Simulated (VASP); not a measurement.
Al3BN2, 6 atoms in the cell. The typed cell holds 6 atoms: a = 4.260 Å, b = 4.260 Å, c = 5.165 Å, α = 90.00°, β = 90.00°, γ = 90.04°. 

```yaml
Program: VASP 6.6.1
Task: single point
Functional: PBE
Potentials_or_basis: VASP PAW PBE potentials, release 64 (Al, B, N)
Cutoff: 600 eV
k_mesh: 3 × 3 × 2
Occupations: gaussian, width 0.15 eV
Spin: no spin polarisation
Dipole_correction: no
Further_INCAR_settings: ALGO = Normal; EDIFF = 1e-06; NBANDS = 20
```

Potentials or basis: VASP PAW PBE potentials, release 64 (Al, B, N).

Command:

```sh
$ cat potpaw_PBE.64/Al/POTCAR potpaw_PBE.64/B/POTCAR potpaw_PBE.64/N/POTCAR > POTCAR
$ mpirun -np 1 vasp_std > vasp.out
```

Hardware: 1 thread of Intel Xeon 8259CL, with other jobs on the host.

Question: Estimate the wall time of this run.

Answer: It took 35 s on 1 thread of Intel Xeon 8259CL, with other jobs on the host, peak memory 0.22 GiB. Counts: scf iterations 15, k points 8.
